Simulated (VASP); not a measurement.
# B2N (I4/mmm) in VASP: further runs

The runs below take B2N through single point, relaxation of cell and atoms, with PBE.

Everything below comes from runs of VASP 6.6.1. Logs are shortened: lines on timing, memory, paths and dates and some standing lists are left out, and cuts for length are marked.

### Step 1. The cell of the first run

The structure is tetragonal, space group I4/mmm (No. 139). Conventional cell: a = 2.306 Å, b = 2.306 Å, c = 7.420 Å, α = 90.00°, β = 90.00°, γ = 90.00°. Within 2.5 Å of B (site symmetry 4mm) lie 9 B at 1.82 to 2.50 Å and 4 N at 1.87 Å. Within 2.5 Å of N (site symmetry 4/mmm) lie 8 B at 1.87 Å and 4 N at 2.31 Å.

### Step 2. Single point, PBE

INCAR

```
  PREC = Accurate
  ENCUT = 520
  EDIFF = 1E-7
  ISMEAR = 0
  SIGMA = 0.1
  LREAL = F
  LASPH = T
  NELM = 80
  ALGO = Normal
  ISIF = 2
  LWAVE = F
  LCHARG = T
  GGA = PE
  LELF = T
  LVHAR = T
  NBANDS = 12
```

KPOINTS

```
Automatic mesh
0
Gamma
  10 10 10
```

POSCAR

```
B2N
1.0
   -1.1528475689      1.1528475689      3.7097783427
    1.1528475689     -1.1528475689      3.7097783427
    1.1528475689      1.1528475689     -3.7097783427
B N
2 1
Direct
    0.3773625075      0.3773625075      0.0000000000
    0.6226374925      0.6226374925      0.0000000000
    0.0000000000      0.0000000000      0.0000000000
```

Potentials or basis: VASP PAW PBE potentials, release 64 (B, N).

Run with:

```sh
> cat potpaw_PBE.64/B/POTCAR potpaw_PBE.64/N/POTCAR > POTCAR
> mpirun -np 1 vasp_std > vasp.out
```

OUTCAR:

```text
PREC = Accurate
   ENCUT = 520
   EDIFF = 1E-7
   ISMEAR = 0
   LREAL = F
   LASPH = T
   NELM = 80
   ISIF = 2
   GGA = PE

 ion  position               nearest neighbor table
   1  0.377  0.377  0.000-   2 1.82   3 1.87   3 1.87   3 1.87   3 1.87
   2  0.623  0.623  0.000-   1 1.82   3 1.87   3 1.87   3 1.87   3 1.87
   3  0.000  0.000  0.000-   2 1.87   2 1.87   2 1.87   1 1.87   2 1.87   1 1.87   1 1.87   1 1.87

  LATTYP: Found a body centered tetragonal cell.
 ALAT       =     2.3056951378
 C/A-ratio  =     3.2179261533

  Lattice vectors:

 A1 = (  -1.1528475689,   1.1528475689,   3.7097783427)
 A2 = (   1.1528475689,  -1.1528475689,   3.7097783427)
 A3 = (   1.1528475689,   1.1528475689,  -3.7097783427)

Analysis of symmetry for initial positions (statically):
=====================================================================
 Subroutine PRICEL returns:
 Original cell was already a primitive cell.

 Routine SETGRP: Setting up the symmetry group for a
 body centered tetragonal supercell.

 Subroutine GETGRP returns: Found 16 space group operations
 (whereof 16 operations were pure point group operations)
 out of a pool of 16 trial point group operations.

The static configuration has the point symmetry D_4h.

Analysis of symmetry for dynamics (positions and initial velocities):
=====================================================================
 Subroutine PRICEL returns:
 Original cell was already a primitive cell.

 Routine SETGRP: Setting up the symmetry group for a
 body centered tetragonal supercell.

 Subroutine GETGRP returns: Found 16 space group operations
 (whereof 16 operations were pure point group operations)
 out of a pool of 16 trial point group operations.

The dynamic configuration has the point symmetry D_4h.

 Subroutine INISYM returns: Found 16 space group operations
 (whereof 16 operations are pure point group operations),
 and found     1 'primitive' translations

----------------------------------------------------------------------------------------

                                     Primitive cell

  volume of cell :      19.7220

  direct lattice vectors                    reciprocal lattice vectors
    -1.152847569  1.152847569  3.709778343     0.000000000  0.433708682  0.134778942
     1.152847569 -1.152847569  3.709778343     0.433708682  0.000000000  0.134778942
     1.152847569  1.152847569 -3.709778343     0.433708682  0.433708682  0.000000000

  length of vectors
     4.052230298  4.052230298  4.052230298     0.454168013  0.454168013  0.613356701

  position of ions in fractional coordinates (direct lattice)
     0.377362508  0.377362508  0.000000000
     0.622637492  0.622637492  0.000000000
     0.000000000  0.000000000  0.000000000

  ion indices of the primitive-cell ions
   primitive index   ion index
                 1           1
                 2           2
                 3           3

----------------------------------------------------------------------------------------

 KPOINTS: Automatic mesh

Automatic generation of k-mesh.
 Grid dimensions read from file:
 generate k-points for:   10   10   10

 Generating k-lattice:

  Cartesian coordinates                     Fractional coordinates (reciprocal lattice)
     0.000000000  0.043370868  0.013477894     0.100000000  0.000000000 -0.000000000
     0.043370868  0.000000000  0.013477894     0.000000000  0.100000000 -0.000000000
     0.043370868  0.043370868  0.000000000     0.000000000  0.000000000  0.100000000

  Length of vectors
     0.045416801  0.045416801  0.061335670

  Shift w.r.t. Gamma in fractional coordinates (k-lattice)
     0.000000000  0.000000000  0.000000000

 Subroutine IBZKPT returns following result:
 ===========================================

 Found    102 irreducible k-points:

 Following reciprocal coordinates:
            Coordinates               Weight
  0.000000  0.000000  0.000000      1.000000
  0.100000  0.000000 -0.000000      8.000000
  0.200000  0.000000 -0.000000      8.000000
  0.300000  0.000000  0.000000      8.000000
  0.400000  0.000000 -0.000000      8.000000
  0.500000  0.000000 -0.000000      4.000000
[... 16 lines left out ...]
  0.300000  0.300000 -0.000000      8.000000
  0.400000  0.300000 -0.000000     16.000000
 [... further k-points ...]
   k-points           NKPTS =    102   k-points in BZ     NKDIM =    102   number of bands    NBANDS=     12
   number of dos      NEDOS =    301   number of ions     NIONS =      3
   total plane-waves  NPLWV =  27000
   dimension x,y,z NGX =    30 NGY =   30 NGZ =   30
   dimension x,y,z NGXF=    60 NGYF=   60 NGZF=   60
   ions per type =               2   1
   NGX,Y,Z   is equivalent  to a cutoff of  12.31, 12.31, 12.31 a.u.
   NGXF,Y,Z  is equivalent  to a cutoff of  24.62, 24.62, 24.62 a.u.
 SYSTEM =  unknown system
   PREC   = accura    normal or accurate (medium, high low for compatibility)
   ISTART =      0    job   : 0-new  1-cont  2-samecut
   ICHARG =      2    charge: 1-file 2-atom 10-const
   ISPIN  =      1    spin polarized calculation?
   LNONCOLLINEAR =      F non collinear calculations
   LSORBIT =      F    spin-orbit coupling
   LASPH  =      T    aspherical Exc in radial PAW
   ENCUT  =  520.0 eV  38.22 Ry    6.18 a.u.   7.53  7.53  7.53*2*pi/ulx,y,z
   NELM   =     80;   NELMIN=  2; NELMDL= -5     # of ELM steps
   EDIFF  = 0.1E-06   stopping-criterion for ELM
   LREAL  =      F    real-space projection
   EDIFFG = 0.1E-05   stopping-criterion for IOM
   NSW    =      0    number of steps for IOM
   IBRION =     -1    ionic relax: 0-MD 1-quasi-New 2-CG
   NFREE  =      0    steps in history (QN), initial steepest desc. (CG)
   ISIF   =      2    stress and relaxation
   ISYM   =      2    0-nonsym 1-usesym 2-fastsym
   POTIM  = 0.5000    time-step for ionic-motion
   TEBEG  =    0.0;   TEEND  =   0.0 temperature during run
   PSTRESS=    0.0 pullay stress
   NELECT =      11.0000    total number of electrons
   NUPDOWN=      -1.0000    fix difference up-down
   EMIN   =  10.00;   EMAX   =-10.00  energy-range for DOS
   EFERMI =   0.00;   METHOD = LEGACY
   ISMEAR =     0;   SIGMA  =   0.10  broadening in eV -4-tet -1-fermi 0-gaus
   EFERMI_NEDOS =   21; number of points for ismear=-14 and -15
   IALGO  =     38    algorithm
   IMIX   =      4    mixing-type and parameters
     AMIX     =   0.40;   BMIX     =  1.00
     AMIX_MAG =   1.60;   BMIX_MAG =  1.00
  volume/ion in A,a.u.               =       6.57        44.36
  Fermi-wavevector in a.u.,A,eV,Ry     =   1.347582  2.546560 24.707865  1.815977
  Thomas-Fermi vector in A             =   2.475321
   LORBIT       =      0    0 simple, 1 ext, 2 COOP (PROOUT), +10 PAW based schemes
   GGA     = PE    functional components
   LHFCALC =     F    Hartree Fock is set to
   AEXX    =    0.0000 exact exchange contribution
   IVDW    =     0    specifies the selected vdW correction
   LEPSILON=     F    determine dielectric tensor
   LRPA    =     F    only Hartree local field effects (RPA)
 non-spin polarized calculation
 Gauss-broadening in eV      SIGMA  =   0.10
  energy-cutoff  :      520.00
  volume of cell :       19.72
 maximum number of plane-waves:       549
   NGX = 15   NGY = 15   NGZ = 15

 number of electron      11.0000000 magnetization

 Free energy of the ion-electron system (eV)
  ---------------------------------------------------
  ext. energy  EPLUGINS =         0.00000000
  ---------------------------------------------------
  free energy    TOTEN  =       -15.58534187 eV

  energy without entropy =      -15.58245986  energy(sigma->0) =      -15.58390086

 E-fermi :   8.3433     XC(G=0): -12.6694

 val. band max:        8.3328288882   @ k =   0.4000   0.4000  -0.0000
 cond. band min:       8.3932952783   @ k =  -0.4000   0.4000   0.1000
 fundamental gap:      0.0604663901
 Fermi energy:         8.3433349863

 k-point     1 :       0.0000    0.0000    0.0000
  band No.  band energies     occupation
      1     -13.1728      2.00000
      2      -0.9739      2.00000
      3      -0.0839      2.00000
      4       5.7357      2.00000
      5       5.7357      2.00000
      6      10.9982      0.00000
      7      14.9685      0.00000
      8      15.3139      0.00000
      9      15.3139      0.00000
     10      20.4701      0.00000
     11      20.4701      0.00000
     12      21.4608      0.00000

 k-point     2 :       0.1000    0.0000   -0.0000
  band No.  band energies     occupation
      1     -12.9469      2.00000
      2      -1.1944      2.00000
      3       0.6006      2.00000
      4       4.2514      2.00000
      5       5.9157      2.00000
      6      11.8540      0.00000
      7      13.1173      0.00000
      8      15.5319      0.00000
      9      15.9886      0.00000
     10      19.6516      0.00000
     11      20.0278      0.00000
     12      22.5458      0.00000

 k-point     3 :       0.2000    0.0000   -0.0000
  band No.  band energies     occupation
      1     -12.2776      2.00000
      2      -1.2198      2.00000
      3       1.4196      2.00000
      4       1.9969      2.00000
      5       6.4347      2.00000
      6      10.4299      0.00000
      7      13.0507      0.00000
      8      16.1360      0.00000
      9      16.2967      0.00000
     10      18.4474      0.00000
     11      18.8575      0.00000
     12      21.3340      0.00000

 k-point     4 :       0.3000    0.0000    0.0000
  band No.  band energies     occupation
      1     -11.1996      2.00000
      2      -1.4752      2.00000
      3      -0.8462      2.00000
      4       3.6347      2.00000
      5       7.2112      2.00000
      6       7.9924      2.00000
      7      13.7335      0.00000
      8      16.3770      0.00000
      9      16.7289      0.00000
     10      17.1775      0.00000
     11      17.5930      0.00000
     12      19.7687      0.00000

 k-point     5 :       0.4000    0.0000   -0.0000
  band No.  band energies     occupation
      1      -9.8464      2.00000
      2      -3.9955      2.00000
      3      -0.2030      2.00000
      4       4.4375      2.00000
      5       7.1507      2.00000
      6       8.0292      1.99999
      7      13.0298      0.00000
      8      15.6965      0.00000
      9      16.1410      0.00000
     10      17.0519      0.00000
     11      18.0715      0.00000
     12      18.4278      0.00000
[... 228 lines left out ...]
      1     -10.3869      2.00000
      2      -0.6079      2.00000
      3       0.9559      2.00000
      4       3.0465      2.00000
      5       3.4048      2.00000
      6       8.2230      1.91114
      7      11.9900      0.00000
      8      12.4773      0.00000
      9      16.7181      0.00000
     10      17.2516      0.00000
     11      18.7363      0.00000
     12      20.7127      0.00000

 k-point    22 :      -0.2000    0.2000    0.0000
  band No.  band energies     occupation
      1     -11.4401      2.00000
      2       0.4023      2.00000
      3       1.8513      2.00000
      4       2.0780      2.00000
      5       2.4451      2.00000
      6      10.6691      0.00000
      7      11.3173      0.00000
      8      14.2170      0.00000
      9      16.7019      0.00000
     10      17.8827      0.00000
     11      19.0887      0.00000
     12      21.0719      0.00000

 k-point    23 :       0.3000    0.3000   -0.0000
  band No.  band energies     occupation
      1      -9.1675      2.00000
      2      -0.2438      2.00000
      3       0.1397      2.00000
      4       0.2981      2.00000
      5       7.1957      2.00000
      6       9.9513      0.00000
      7       9.9537      0.00000
      8      11.1259      0.00000
      9      15.4753      0.00000
     10      16.0389      0.00000
     11      16.7935      0.00000
     12      19.3282      0.00000

 k-point    24 :       0.4000    0.3000   -0.0000
  band No.  band energies     occupation
      1      -7.8404      2.00000
      2      -2.2837      2.00000
      3       0.9164      2.00000
      4       1.3266      2.00000
      5       7.1677      2.00000
      6       7.7723      2.00000
      7       9.9311      0.00000
      8      11.6311      0.00000
      9      13.8369      0.00000
     10      14.8509      0.00000
     11      16.8108      0.00000
     12      19.5034      0.00000

 [... further k-points ...]

------------------------ aborting loop because EDIFF is reached ----------------------------------------

  FORCE on cell =-STRESS in cart. coord.  units (eV):
  Direction    XX          YY          ZZ          XY          YZ          ZX
  --------------------------------------------------------------------------------------
  -------------------------------------------------------------------------------------
  Total       -0.0540882     -0.0540882     -0.0542683      0.0000000     -0.0000000      0.0000000
  in kB       -4.3940175     -4.3940175     -4.4086448      0.0000000     -0.0000000      0.0000000
  external PRESSURE =      -4.3988933 kB  Pullay stress =       0.0000000 kB

 VOLUME and BASIS-vectors are now :
 -----------------------------------------------------------------------------
  energy-cutoff  :      520.00
  volume of cell :       19.72
      direct lattice vectors                 reciprocal lattice vectors
    -1.152847569  1.152847569  3.709778343     0.000000000  0.433708682  0.134778942
     1.152847569 -1.152847569  3.709778343     0.433708682  0.000000000  0.134778942
     1.152847569  1.152847569 -3.709778343     0.433708682  0.433708682  0.000000000

 POSITION                                       TOTAL-FORCE (eV/Angst)
 -----------------------------------------------------------------------------------
      0.00000      0.00000      2.79986        -0.000000     -0.000000     -0.020631
      0.00000      0.00000      4.61969        -0.000000     -0.000000      0.020631
      0.00000      0.00000      0.00000         0.000000      0.000000     -0.000000
 -----------------------------------------------------------------------------------
    total drift:                               -0.000000     -0.000000      0.000000

  FREE ENERGIE OF THE ION-ELECTRON SYSTEM (eV)
  ---------------------------------------------------
  free  energy   TOTEN  =       -15.5853418725 eV

  energy  without entropy=      -15.5824598554  energy(sigma->0) =      -15.58390086
```

Run time: 23 s. Hardware: 1 thread of Intel Xeon 6975P-C (Granite Rapids), shared host; peak memory 0.17 GiB.

Results:

* Free energy: -15.5853 eV
* Pressure: -0.4 GPa
* Largest force: 0.021 eV/Å
* Band gap on the k mesh: zero (an odd number of electrons rules out a gap without spin polarisation)

Forces on the atoms (eV/Å):
```
B    0.000  0.000 -0.021
B    0.000  0.000  0.021
N    0.000  0.000  0.000
```

Levels at points of the mesh, in eV from the Fermi level:
```tsv
k point	band 3	band 4	band 5	band 6	band 7	band 8
(0.00, 0.00, 0.00)	-8.43	-2.61	-2.61	2.65	6.63	6.97
(0.50, 0.00, 0.00)	-8.13	-4.34	-0.43	0.08	3.60	6.75
(0.50, 0.50, 0.00)	-9.70	-5.21	-3.18	-2.06	1.37	2.53
(0.50, 0.50, 0.50)	-2.81	-2.81	-1.18	2.56	3.09	9.21
```

### Step 3. Single point, PBE

This run uses another cell than the first one, of 7.30 Å³/atom.

INCAR

```
SYSTEM = B2N
PREC = Accurate
ENCUT = 520
EDIFF = 1E-6
ISMEAR = 0
SIGMA = 0.1
LREAL = .FALSE.
LASPH = .TRUE.
NELM = 60
ALGO = Normal
ISIF = 2
LWAVE = .FALSE.
LCHARG = .FALSE.
GGA = PE
NBANDS = 12
```

KPOINTS

```
regular mesh
0
G
  10 10 10
  0 0 0
```

POSCAR

```
B2N
1.0
   -1.1894541867      1.1894541867      3.8701528782
    1.1894541867     -1.1894541867      3.8701528782
    1.1894541867      1.1894541867     -3.8701528782
B N
2 1
Direct
    0.3400000000      0.3400000000      0.0000000000
    0.6600000000      0.6600000000      0.0000000000
    0.0000000000      0.0000000000      0.0000000000
```

Potentials or basis: VASP PAW PBE potentials, release 64 (B, N).

Run with:

```sh
> cat potpaw_PBE.64/B/POTCAR potpaw_PBE.64/N/POTCAR > POTCAR
> mpirun -np 1 vasp_std > vasp.out
```

It took 16 s on 1 thread of Intel Xeon 6975P-C (Granite Rapids), shared host; peak memory 0.18 GiB.

It converged, with:

* Free energy: -14.9411 eV
* Pressure: -29.5 GPa
* Largest force: 0.589 eV/Å
* Band gap on the k mesh: zero (an odd number of electrons rules out a gap without spin polarisation)

Forces in eV/Å, atoms in the order of the input:
```
B    0.000  0.000  0.589
B    0.000  0.000 -0.589
N    0.000  0.000  0.000
```

Stress tensor (GPa, compression positive):
```
-32.28   0.00   0.00
  0.00 -32.28   0.00
  0.00   0.00 -23.94
```

Levels at points of the mesh, in eV from the Fermi level:
```tsv
k point	band 1	band 2	band 3	band 4	band 5	band 6	band 7	band 8	band 9	band 10
(0.00, 0.00, 0.00)	-18.83	-10.16	-8.57	-0.33	-0.33	3.29	4.40	4.40	6.46	11.05
(0.50, 0.00, 0.00)	-15.09	-10.60	-7.93	-6.37	-0.62	0.91	1.23	6.89	7.43	8.14
(0.50, 0.50, 0.00)	-12.09	-7.62	-6.33	-4.03	-3.06	-2.33	0.46	1.36	1.43	2.28
(0.50, 0.50, 0.50)	-18.17	-13.88	-2.48	-0.81	-0.81	1.03	6.41	6.41	8.21	8.78
```

Caveat: the cell stands under tension.

(Part 1 of 2 ends here.)
